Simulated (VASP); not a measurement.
Input of a VASP 6.6.1 run:

INCAR

```
PREC = Accurate ; ENCUT = 520
EDIFF = 1E-6 ; ISMEAR = 0
SIGMA = 0.1 ; LREAL = F
LASPH = T ; NELM = 100
ALGO = Normal ; ISIF = 2
LWAVE = F ; LCHARG = F
GGA = PE ; NBANDS = 17
```

Contents of KPOINTS:

```
regular mesh
0
Gamma
  4 4 4
```

The input POSCAR:

```
TePb
1.0
    0.0000000000      3.2708968051      3.2708968051
    3.2708968051      0.0000000000      3.2708968051
    3.2708968051      3.2708968051      0.0000000000
Te Pb
1 1
Direct
    0.1010000000      0.8970000000      0.0870000000
    0.6010000000      1.3970000000      0.5870000000
```

Potentials or basis: VASP PAW PBE potentials, release 64 (Te, Pb_d).

Run with:

```console
$ cat potpaw_PBE.64/Te/POTCAR potpaw_PBE.64/Pb_d/POTCAR > POTCAR
$ mpirun -np 1 vasp_std > vasp.out
```

Problem. Estimate the pressure.

Solution. 0.4 GPa.

Problem. Estimate the band gap on the k mesh.

Solution. 0.81 eV, direct.

Caveat: spin-orbit coupling is left out, which moves the levels of the heavy elements. A k mesh can miss the band edges.
